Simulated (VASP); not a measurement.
Mg:

```xyz
2
Lattice="3.2093 0.0000 0.0000 -1.6046 2.7793 0.0000 0.0000 0.0000 5.2103" Properties=species:S:1:pos:R:3 pbc="T T T"
Mg    1.6123    0.9410    3.9302
Mg   -0.0125    1.8927    1.2669
```

Base run:

| Item | Value |
| --- | --- |
| Program | VASP 6.6.1 |
| Functional | PBE |
| Potentials or basis | VASP PAW PBE potentials, release 64 (Mg) |
| Cutoff | 520 eV |
| k mesh | 7 × 7 × 4 |
| Occupations | fermi-dirac, width 0.025 eV |
| Spin | no spin polarisation |

Its results: band gap on the k mesh zero (bands 2 and 3 overlap by 2.03 eV); pressure -0.3 GPa; largest force 0.193 eV/Å.

Problem. The run is repeated on the same cell with these changes: functional from PBE to PBEsol; occupations from fermi-dirac, width 0.025 eV to gaussian, width 0.005 eV. What comes out?

Solution. Band gap on the k mesh zero (bands 2 and 3 overlap by 2.02 eV); pressure -0.9 GPa; largest force 0.190 eV/Å.

Caveats: the PAW data sets were made with another functional, which shifts forces and pressure a little (at least some runs).
